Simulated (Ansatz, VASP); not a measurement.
# Ti: VASP beside Ansatz

The input INCAR:

```
ALGO = Normal ; EDIFF = 1E-7
ENCUT = 520 ; GGA = PS
ISIF = 2 ; ISMEAR = 0
LASPH = T ; LCHARG = F
LREAL = F ; LWAVE = F
NBANDS = 12 ; NELM = 60
PREC = Accurate ; SIGMA = 0.15
```

KPOINTS

```
k-points
0
Gamma
  26 26 26
```

POSCAR

```
Ti
1.0
    0.0000000000      1.9265250939      1.9265250939
    1.9265250939      0.0000000000      1.9265250939
    1.9265250939      1.9265250939      0.0000000000
Ti
1
Direct
    0.0000000000      0.0000000000      0.0000000000
```

Input for Ansatz:

```yaml
crystal:
  lattice:
    - [0.0, 1.9265250939, 1.9265250939]
    - [1.9265250939, 0.0, 1.9265250939]
    - [1.9265250939, 1.9265250939, 0.0]
  atoms:
    - { symbol: Ti, position: [0.0, 0.0, 0.0] }
basis:
  ecutwfc: 420
  xc_grid: 4
kpoints:
  mp_grid: { grid: [26, 26, 26] }
hamiltonian:
  xc: pbesol
scf:
  occupations: { method: gaussian, width: 0.15 }
  initial_density: { chi_scale: 0.3 }
output:
  forces: true
  eigenvalues: true
  stress: true
```

Alike in both runs: task single point; functional PBEsol; k mesh 26 × 26 × 26; occupations gaussian, width 0.15 eV; no spin polarisation.

|  | VASP | Ansatz |
| --- | --- | --- |
| version | VASP 6.6.1 | Ansatz 0.2.0 |
| potentials or method | VASP PAW PBE potentials, release 64 (Ti_sv), cutoff 520 eV | scalar-relativistic, plane waves, PAW |
| valence electrons in the cell | 12 | 12 |

Ansatz gave:

| Property | Result |
| --- | --- |
| gap on the k mesh at the Fermi level (eV) | none |
| pressure (GPa) | 22.8 |

Q: Which values does VASP return?

A: gap on the k mesh at the Fermi level (eV): none; pressure (GPa): 22.2.

VASP's potentials were made for PBE, not for PBEsol. A gap of «none» marks a metal or a gap that the smearing closes.
